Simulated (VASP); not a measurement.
Crystal: Nd3Au.

```xyz
4
Lattice="0.0000 3.7361 3.7361 3.7361 0.0000 3.7361 3.7361 3.7361 0.0000" Properties=species:S:1:pos:R:3 pbc="T T T"
Nd    1.8681    1.8681    1.8681
Nd    5.6042    5.6042    5.6042
Nd    3.7361    3.7361    3.7361
Au    0.0000    0.0000    0.0000
```

The cell was generated, and may not be a known phase.

| Quantity | Value |
| --- | --- |
| Program | VASP 6.6.1 |
| Task | relaxation of cell and atoms |
| Functional | PBE |
| Potentials or basis | VASP PAW PBE potentials, release 64 (Nd_3, Au), 4f in core |
| Cutoff | 500 eV |
| k mesh | 4 × 4 × 4 |
| Occupations | gaussian, width 0.1 eV |
| Spin | no spin polarisation |

At the start: pressure 3.4 GPa; volume 26.08 Å³/atom.

Where does the relaxation end?

Over 3 steps the energy falls by 17.7 meV/atom and the volume is 27.86 Å³/atom (+6.9 %); space group Fm-3m (No. 225, to 0.1 Å) before and after.

The path:
| step | energy change (eV) | largest force (eV/Å) | pressure (GPa) | volume (Å³) |
| --- | --- | --- | --- | --- |
| 1 | 0.0000 | 0.0000 | 3.45 | 104.30 |
| 2 | -0.0680 | 0.0000 | -0.53 | 113.00 |
| 3 | -0.0706 | 0.0000 | 0.00 | 111.45 |

Final structure:
```
CELL_PARAMETERS angstrom
0.00000 3.81955 3.81955
3.81955 0.00000 3.81955
3.81955 3.81955 0.00000
ATOMIC_POSITIONS crystal
Nd 0.25000 0.25000 0.25000
Nd 0.75000 0.75000 0.75000
Nd 0.50000 0.50000 0.50000
Au 0.00000 0.00000 0.00000
```

Caveat: the k points lie up to 0.36 Å⁻¹ apart in the final cell, too coarse for converged energies and pressures of a metal.
